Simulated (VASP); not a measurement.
# C (a cell with a defect) in VASP: a series of runs

Runs on C (a cell with a defect). Level: PBE. Tasks: single point.

All numbers are computed with VASP 6.6.1; they aren't measurements. Logs are shortened: lines on timing, memory, paths and dates and some standing lists are left out, and cuts for length are marked.

### Step 1. The cell of the first run

The cell holds a defect, 63 atoms: a = 7.140 Å, b = 7.140 Å, c = 7.140 Å, α = 90.00°, β = 90.00°, γ = 90.00°.

### Step 2. Single point, PBE

The input, INCAR:

```
SYSTEM = C
PREC = Accurate ; ENCUT = 520
EDIFF = 1E-6 ; ISMEAR = 0
SIGMA = 0.05 ; LREAL = Auto
LASPH = .TRUE. ; NELM = 60
ALGO = Normal ; ISIF = 2
LWAVE = .FALSE. ; LCHARG = .FALSE.
GGA = PE ; NBANDS = 163
```

The input, KPOINTS:

```
Automatic mesh
0
G
  2 2 2
  0 0 0
```

The input, POSCAR:

```
C
1.0
    7.1400000000      0.0000000000      0.0000000000
    0.0000000000      7.1400000000      0.0000000000
    0.0000000000      0.0000000000      7.1400000000
C
63
Direct
    0.4981632500     -0.0003442743     -0.0009202789
    0.6256428047      0.1248585778      0.1267881610
    0.7496992295      0.2494890837      0.0006777750
    0.8744905650      0.3731631790      0.1269908641
    0.7388375759     -0.0093184058      0.2405366717
   -0.0015553544      0.0007691967      0.0006946909
    0.1224879694      0.1253998310      0.1268198476
    0.2499693616      0.2506012954     -0.0009004494
    0.3743959780      0.3748969459      0.1252690752
    0.4992404811      0.4999749684      0.0001913935
    0.6243727978      0.6247164718      0.1253133245
    0.7485742520      0.7493016196     -0.0007892097
    0.8736458618      0.8770906685      0.1270030106
    0.2486545973      0.0006503302      0.2505454250
    0.3740698254      0.1251338875      0.3750321873
    0.4994946983      0.2496149072      0.2505507841
    0.6256632120      0.3733403975      0.3753031844
    0.7496915767      0.4994703950      0.2506759175
    0.8740607355      0.6251262922      0.3750343375
    0.4994886605      0.0006431404      0.4995120974
    0.6256433601      0.1253965164      0.6232732325
    0.7388465998      0.2595560658      0.5095406946
    0.8736577935      0.3731662012      0.6230689210
    0.7497031897      0.0007611068      0.7493862029
    0.8740819595      0.1251248455      0.8750309363
   -0.0004269225      0.5009569688     -0.0007930729
    0.1237755743      0.6255462932      0.1253143908
    0.2489023539      0.7502886555      0.0001903562
    0.3737445407      0.8753614327      0.1252674083
    0.0092755090      0.2596176408      0.2405649263
    0.1224928631      0.3733655191      0.3747706604
    0.2499735321      0.5010781209      0.2495646827
    0.3740785262      0.6251247988      0.3750354255
    0.4981704118      0.7491890385      0.2495640357
    0.6256482161      0.8769120579      0.3747583703
    0.0093049134     -0.0093763278      0.5094568375
    0.1224878900      0.1248660365      0.6232516122
    0.2486481030      0.2496171357      0.4995225108
    0.3737508007      0.3749002816      0.6248018503
    0.4981826668      0.5010664396      0.5005023618
    0.6243760746      0.6255430166      0.6247530067
    0.7496951747      0.7507913426      0.4993890428
    0.8744924039      0.8771034871      0.6230656360
    0.2499665133     -0.0003324079      0.7509727555
    0.3740621989      0.1251321334      0.8750326051
    0.4981667481      0.2506092352      0.7509856879
    0.6243708489      0.3748550231      0.8754486852
    0.7485781316      0.5009568826      0.7508565180
    0.8740728325      0.6251307884      0.8750311291
   -0.0015643857      0.7507764256      0.2506691471
    0.1225028258      0.8768886429      0.3753029752
   -0.0015543378      0.4994800091      0.4994007132
    0.1237766268      0.6247182704      0.6247599065
    0.2499820821      0.7491790144      0.5005153128
    0.3743980106      0.8753660130      0.6248041211
   -0.0015444086      0.2494901551      0.7493760406
    0.1237731246      0.3748539516      0.8746245835
    0.2489068240      0.4999766960      0.7498814620
    0.3740727033      0.6251316705      0.8750351657
    0.4992415516      0.7502868910      0.7498774479
    0.6243681982      0.8754081775      0.8746190700
   -0.0004306968      0.7493129016      0.7508591183
    0.1237697964      0.8754143453      0.8754460171
```

Potentials or basis: VASP PAW PBE potentials, release 64 (C).

Launch:

```bash
$ cat potpaw_PBE.64/C/POTCAR > POTCAR
$ mpirun -np 1 vasp_std > vasp.out
```

OUTCAR:

```text
SYSTEM = C
   PREC = Accurate
   ENCUT = 520
   EDIFF = 1E-6
   ISMEAR = 0
   LREAL = Auto
   LASPH = .TRUE.
   NELM = 60
   ISIF = 2
   GGA = PE

 ion  position               nearest neighbor table
   1  0.498  1.000  0.999-  45 1.54  29 1.55  61 1.55   2 1.57
   2  0.626  0.125  0.127-   5 1.49  16 1.54   3 1.55   1 1.57
   3  0.750  0.249  0.001-  25 1.54   4 1.55   2 1.55  47 1.55
   4  0.874  0.373  0.127-  30 1.50   3 1.55  18 1.55  26 1.57
   5  0.739  0.991  0.241-   2 1.49  35 1.49  13 1.50
   6  0.998  0.001  0.001-  25 1.54  13 1.55   7 1.55  63 1.55
   7  0.122  0.125  0.127-  30 1.49  14 1.54   6 1.55   8 1.57
   8  0.250  0.251  0.999-  45 1.54   9 1.55  57 1.55   7 1.57
   9  0.374  0.375  0.125-   8 1.55  32 1.55  10 1.55  16 1.55
  10  0.499  0.500  0.000-  47 1.55  11 1.55   9 1.55  59 1.55
  11  0.624  0.625  0.125-  12 1.55  34 1.55  10 1.55  18 1.55
[... 8 lines left out ...]
  20  0.499  0.001  0.500-  15 1.54  35 1.54  21 1.54  55 1.55
  21  0.626  0.125  0.623-  22 1.49  20 1.54  24 1.55  46 1.57
  22  0.739  0.260  0.510-  21 1.49  17 1.49  23 1.50
[... 39 lines left out ...]
  62  1.000  0.749  0.751-  49 1.54  63 1.55  53 1.55  43 1.57
  63  0.124  0.875  0.875-  62 1.55  44 1.55  28 1.55   6 1.55

  LATTYP: Found a simple cubic cell.
 ALAT       =     7.1400000000

  Lattice vectors:

 A1 = (   7.1400000000,   0.0000000000,   0.0000000000)
 A2 = (   0.0000000000,   7.1400000000,   0.0000000000)
 A3 = (   0.0000000000,   0.0000000000,   7.1400000000)

Analysis of symmetry for initial positions (statically):
=====================================================================
 Subroutine PRICEL returns:
 Original cell was already a primitive cell.

 Routine SETGRP: Setting up the symmetry group for a
 simple cubic supercell.

 Subroutine GETGRP returns: Found  1 space group operations
 (whereof  1 operations were pure point group operations)
 out of a pool of 48 trial point group operations.

The static configuration has the point symmetry C_1 .

Analysis of symmetry for dynamics (positions and initial velocities):
=====================================================================
 Subroutine PRICEL returns:
 Original cell was already a primitive cell.

 Routine SETGRP: Setting up the symmetry group for a
 simple cubic supercell.

 Subroutine GETGRP returns: Found  1 space group operations
 (whereof  1 operations were pure point group operations)
 out of a pool of 48 trial point group operations.

The dynamic configuration has the point symmetry C_1 .

 Subroutine INISYM returns: Found  1 space group operations
 (whereof  1 operations are pure point group operations),
 and found     1 'primitive' translations

----------------------------------------------------------------------------------------

                                     Primitive cell

  volume of cell :     363.9943

  direct lattice vectors                    reciprocal lattice vectors
     7.140000000  0.000000000  0.000000000     0.140056022  0.000000000  0.000000000
     0.000000000  7.140000000  0.000000000     0.000000000  0.140056022  0.000000000
     0.000000000  0.000000000  7.140000000     0.000000000  0.000000000  0.140056022

  length of vectors
     7.140000000  7.140000000  7.140000000     0.140056022  0.140056022  0.140056022

  position of ions in fractional coordinates (direct lattice)
     0.498163250  0.999655726  0.999079721
     0.625642805  0.124858578  0.126788161
     0.749699230  0.249489084  0.000677775
     0.874490565  0.373163179  0.126990864
     0.738837576  0.990681594  0.240536672
     0.998444646  0.000769197  0.000694691
[... 55 lines left out ...]
     0.999569303  0.749312902  0.750859118
     0.123769796  0.875414345  0.875446017

  ion indices of the primitive-cell ions
   primitive index   ion index
                 1           1
                 2           2
                 3           3
                 4           4
                 5           5
                 6           6
[... 55 lines left out ...]
                62          62
                63          63

----------------------------------------------------------------------------------------

 KPOINTS: Automatic mesh

Automatic generation of k-mesh.
 Grid dimensions read from file:
 generate k-points for:    2    2    2

 Generating k-lattice:

  Cartesian coordinates                     Fractional coordinates (reciprocal lattice)
     0.070028011  0.000000000  0.000000000     0.500000000  0.000000000  0.000000000
     0.000000000  0.070028011  0.000000000     0.000000000  0.500000000  0.000000000
     0.000000000  0.000000000  0.070028011     0.000000000  0.000000000  0.500000000

  Length of vectors
     0.070028011  0.070028011  0.070028011

  Shift w.r.t. Gamma in fractional coordinates (k-lattice)
     0.000000000  0.000000000  0.000000000

 Subroutine IBZKPT returns following result:
 ===========================================

 Found      8 irreducible k-points:

 Following reciprocal coordinates:
            Coordinates               Weight
  0.000000  0.000000  0.000000      1.000000
  0.500000  0.000000  0.000000      1.000000
  0.000000  0.500000  0.000000      1.000000
  0.000000  0.000000  0.500000      1.000000
  0.500000  0.500000  0.000000      1.000000
  0.000000  0.500000  0.500000      1.000000
  0.500000  0.000000  0.500000      1.000000
  0.500000  0.500000  0.500000      1.000000
   k-points           NKPTS =      8   k-points in BZ     NKDIM =      8   number of bands    NBANDS=    163
   number of dos      NEDOS =    301   number of ions     NIONS =     63
   total plane-waves  NPLWV = 157464
   dimension x,y,z NGX =    54 NGY =   54 NGZ =   54
   dimension x,y,z NGXF=   108 NGYF=  108 NGZF=  108
   ions per type =              63
   NGX,Y,Z   is equivalent  to a cutoff of  12.57, 12.57, 12.57 a.u.
   NGXF,Y,Z  is equivalent  to a cutoff of  25.15, 25.15, 25.15 a.u.
 SYSTEM =  C
   PREC   = accura    normal or accurate (medium, high low for compatibility)
   ISTART =      0    job   : 0-new  1-cont  2-samecut
   ICHARG =      2    charge: 1-file 2-atom 10-const
   ISPIN  =      1    spin polarized calculation?
   LNONCOLLINEAR =      F non collinear calculations
   LSORBIT =      F    spin-orbit coupling
   LASPH  =      T    aspherical Exc in radial PAW
   ENCUT  =  520.0 eV  38.22 Ry    6.18 a.u.  13.28 13.28 13.28*2*pi/ulx,y,z
   NELM   =     60;   NELMIN=  2; NELMDL= -5     # of ELM steps
   EDIFF  = 0.1E-05   stopping-criterion for ELM
   LREAL  =      T    real-space projection
   EDIFFG = 0.1E-04   stopping-criterion for IOM
   NSW    =      0    number of steps for IOM
   IBRION =     -1    ionic relax: 0-MD 1-quasi-New 2-CG
   NFREE  =      0    steps in history (QN), initial steepest desc. (CG)
   ISIF   =      2    stress and relaxation
   ISYM   =      2    0-nonsym 1-usesym 2-fastsym
   POTIM  = 0.5000    time-step for ionic-motion
   TEBEG  =    0.0;   TEEND  =   0.0 temperature during run
   PSTRESS=    0.0 pullay stress
   NELECT =     252.0000    total number of electrons
   NUPDOWN=      -1.0000    fix difference up-down
   EMIN   =  10.00;   EMAX   =-10.00  energy-range for DOS
   EFERMI =   0.00;   METHOD = LEGACY
   ISMEAR =     0;   SIGMA  =   0.05  broadening in eV -4-tet -1-fermi 0-gaus
   EFERMI_NEDOS =   21; number of points for ismear=-14 and -15
   IALGO  =     38    algorithm
   IMIX   =      4    mixing-type and parameters
     AMIX     =   0.40;   BMIX     =  1.00
     AMIX_MAG =   1.60;   BMIX_MAG =  1.00
  volume/ion in A,a.u.               =       5.78        38.99
  Fermi-wavevector in a.u.,A,eV,Ry     =   1.448250  2.736795 28.537232  2.097427
  Thomas-Fermi vector in A             =   2.566112
   LORBIT       =      0    0 simple, 1 ext, 2 COOP (PROOUT), +10 PAW based schemes
   GGA     = PE    functional components
   LHFCALC =     F    Hartree Fock is set to
   AEXX    =    0.0000 exact exchange contribution
   IVDW    =     0    specifies the selected vdW correction
   LEPSILON=     F    determine dielectric tensor
   LRPA    =     F    only Hartree local field effects (RPA)
 non-spin polarized calculation
 Gauss-broadening in eV      SIGMA  =   0.05
  energy-cutoff  :      520.00
  volume of cell :      363.99
 maximum number of plane-waves:      9808
 NGX is ok and might be reduce to    54
   NGX = 27   NGY = 27   NGZ = 27

 number of electron     251.9999991 magnetization

 Free energy of the ion-electron system (eV)
  ---------------------------------------------------
  ext. energy  EPLUGINS =         0.00000000
  ---------------------------------------------------
  free energy    TOTEN  =      -566.21562813 eV

  energy without entropy =     -566.19724284  energy(sigma->0) =     -566.20643549

 E-fermi :  11.0042     XC(G=0): -13.1477

 val. band max:       11.0042102977   @ k =   0.0000   0.5000   0.0000
 cond. band min:      11.0281022241   @ k =   0.0000   0.5000   0.0000
 fundamental gap:      0.0238919263
 Fermi energy:        11.0042457041

 k-point     1 :       0.0000    0.0000    0.0000
  band No.  band energies     occupation
      1     -11.9560      2.00000
      2      -9.7564      2.00000
      3      -9.7546      2.00000
      4      -9.7386      2.00000
      5      -9.7371      2.00000
      6      -9.7370      2.00000
[... 1117 lines left out ...]
    137      15.4690      0.00000
    138      15.4717      0.00000
 [bands above 138 left out]

------------------------ aborting loop because EDIFF is reached ----------------------------------------

  FORCE on cell =-STRESS in cart. coord.  units (eV):
  Direction    XX          YY          ZZ          XY          YZ          ZX
  --------------------------------------------------------------------------------------
  -------------------------------------------------------------------------------------
  Total        4.7836631      3.6055769      3.6112801     -0.0024919      0.0150556     -0.0079246
  in kB       21.0560322     15.8705037     15.8956070     -0.0109686      0.0662694     -0.0348814
  external PRESSURE =      17.6073809 kB  Pullay stress =       0.0000000 kB

 VOLUME and BASIS-vectors are now :
 -----------------------------------------------------------------------------
  energy-cutoff  :      520.00
  volume of cell :      363.99
      direct lattice vectors                 reciprocal lattice vectors
     7.140000000  0.000000000  0.000000000     0.140056022  0.000000000  0.000000000
     0.000000000  7.140000000  0.000000000     0.000000000  0.140056022  0.000000000
     0.000000000  0.000000000  7.140000000     0.000000000  0.000000000  0.140056022

 POSITION                                       TOTAL-FORCE (eV/Angst)
 -----------------------------------------------------------------------------------
      3.55689      7.13754      7.13343         0.011356      0.003969      0.005048
      4.46709      0.89149      0.90527        -0.012768      0.013994     -0.013722
      5.35285      1.78135      0.00484        -0.002842      0.001302     -0.002148
      6.24386      2.66439      0.90671        -0.007959      0.016794     -0.012369
      5.27530      7.07347      1.71743         0.020069      0.002741      0.015011
      7.12889      0.00549      0.00496         0.009002     -0.004781     -0.004487
[... 55 lines left out ...]
      7.13692      5.35009      5.36113        -0.002194     -0.000428     -0.001458
      0.88372      6.25046      6.25068        -0.003738      0.009415      0.007873
 -----------------------------------------------------------------------------------
    total drift:                                0.107764     -0.022612      0.032188

  FREE ENERGIE OF THE ION-ELECTRON SYSTEM (eV)
  ---------------------------------------------------
  free  energy   TOTEN  =      -566.2156281264 eV

  energy  without entropy=     -566.1972428437  energy(sigma->0) =     -566.20643549
```

Wall time 11 min (1 thread of Intel Xeon Platinum 8488C (Sapphire Rapids), shared host); peak memory 0.56 GiB.

What came out:

* Free energy: -566.2156 eV
* Pressure: 1.8 GPa
* Largest force: 0.032 eV/Å
* Band gap on the k mesh: zero (bands 126 and 127 overlap by 0.25 eV)

Forces in eV/Å, atoms in the order of the input:
```
C    0.011  0.004  0.005
C   -0.013  0.014 -0.014
C   -0.003  0.001 -0.002
C   -0.008  0.017 -0.012
C    0.020  0.003  0.015
C    0.009 -0.005 -0.004
C   -0.001 -0.011 -0.015
C   -0.005 -0.001  0.006
C    0.003  0.003 -0.003
C    0.007  0.001  0.000
C   -0.004 -0.003 -0.003
C   -0.002  0.001  0.004
C    0.010 -0.001 -0.014
C   -0.007 -0.003  0.006
C    0.005 -0.001  0.002
C    0.000 -0.001  0.001
C   -0.015  0.014 -0.009
C   -0.001  0.001  0.000
C    0.006  0.000  0.002
C    0.001  0.001  0.004
C   -0.014 -0.017  0.010
C    0.020  0.003 -0.019
C    0.009  0.008  0.005
C   -0.004 -0.003 -0.004
C    0.002  0.001  0.002
C   -0.007 -0.012  0.008
C    0.000 -0.007 -0.006
C   -0.003  0.002 -0.002
C    0.004 -0.001 -0.003
C   -0.016 -0.020  0.011
C    0.000  0.013  0.011
C   -0.005 -0.006  0.001
C    0.004  0.000  0.002
C    0.001 -0.001  0.000
C   -0.012 -0.008  0.015
C   -0.024  0.020  0.007
C    0.007 -0.004  0.001
C   -0.004 -0.003  0.000
C    0.003  0.002  0.002
C    0.008 -0.004 -0.004
C   -0.001 -0.005 -0.005
C   -0.004  0.002  0.005
C    0.000 -0.011  0.002
C   -0.005  0.003 -0.003
C    0.005  0.000  0.002
C   -0.002 -0.001  0.001
C   -0.002  0.005  0.002
C    0.000 -0.004  0.000
C    0.005  0.000  0.002
C    0.001  0.004  0.000
C    0.010 -0.006 -0.008
C    0.009  0.002  0.002
C   -0.003 -0.007 -0.011
C   -0.004  0.002 -0.008
C    0.006  0.002 -0.004
C   -0.002  0.003 -0.002
C    0.003  0.004  0.005
C   -0.001  0.000  0.000
C    0.004  0.000  0.002
C    0.001  0.002 -0.001
C    0.000  0.001  0.004
C   -0.002  0.000 -0.001
C   -0.004  0.009  0.008
```

Stress tensor (GPa, compression positive):
```
2.11 0.00 0.00
0.00 1.59 0.01
0.00 0.01 1.59
```

Caveat: the k points lie up to 0.44 Å⁻¹ apart.

[end of part 1 of 2]

The gap in the log of VASP goes by the Fermi energy; the results here count the filled bands.